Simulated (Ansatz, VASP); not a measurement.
# C in VASP and in Ansatz

```
C
1.0
     0.00000    1.78151    2.00990
     1.78151    0.00000    2.00990
     1.78151    1.78151    0.00000
C
2
Direct
  0.50000 0.50000 0.50000
  0.75000 0.75000 0.75000
```

Alike in both runs: task single point; functional PBE; k mesh 12 × 12 × 12; occupations gaussian, width 0.05 eV; no spin polarisation.

```csv
,VASP,Ansatz
version,VASP 6.6.1,Ansatz 0.2.0
potentials or method,"VASP PAW PBE potentials, release 64 (C), cutoff 520 eV","scalar-relativistic, plane waves, PAW"
valence electrons in the cell,8,8
```

Ansatz gave:

| Quantity | Value |
| --- | --- |
| gap on the k mesh at the Fermi level (eV) | 2.50 |
| least direct gap on the mesh (eV) | 4.29 |

**Question.** What did VASP give for the same quantities?

**Answer.** gap on the k mesh at the Fermi level (eV): 2.50; least direct gap on the mesh (eV): 4.28.
